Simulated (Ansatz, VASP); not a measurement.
# Two plane-wave programs on Si

```
CELL_PARAMETERS angstrom
0.00000 2.71778 2.71778
2.71778 0.00000 2.71778
2.71778 2.71778 0.00000
ATOMIC_POSITIONS crystal
Si 0.00000 0.00000 0.00000
Si 0.25000 0.25000 0.25000
```

Alike in both runs: functional r2SCAN; dispersion rVV10; k mesh 10 × 10 × 10; occupations gaussian, width 0.02 eV; no spin polarisation.

Ansatz relaxed the structure, and its values are those at the end. VASP's run is a single point on that final structure, the one shown.

```csv
,VASP,Ansatz
version,VASP 6.6.1,Ansatz 0.2.0
potentials or method,"VASP PAW PBE potentials, release 64 (Si), cutoff 550 eV","scalar-relativistic, plane waves, PAW"
valence electrons in the cell,8,8
```

|  | VASP | Ansatz | Ansatz less VASP |
| --- | --- | --- | --- |
| gap on the k mesh at the Fermi level (eV) | 0.75 | 0.74 | -0.014 |
| least direct gap on the mesh (eV) | 2.75 | 2.73 | -0.015 |
| pressure (GPa) | -0.2 | 0.0 | +0.22 |

VASP's potentials were made for PBE, not for r2SCAN.
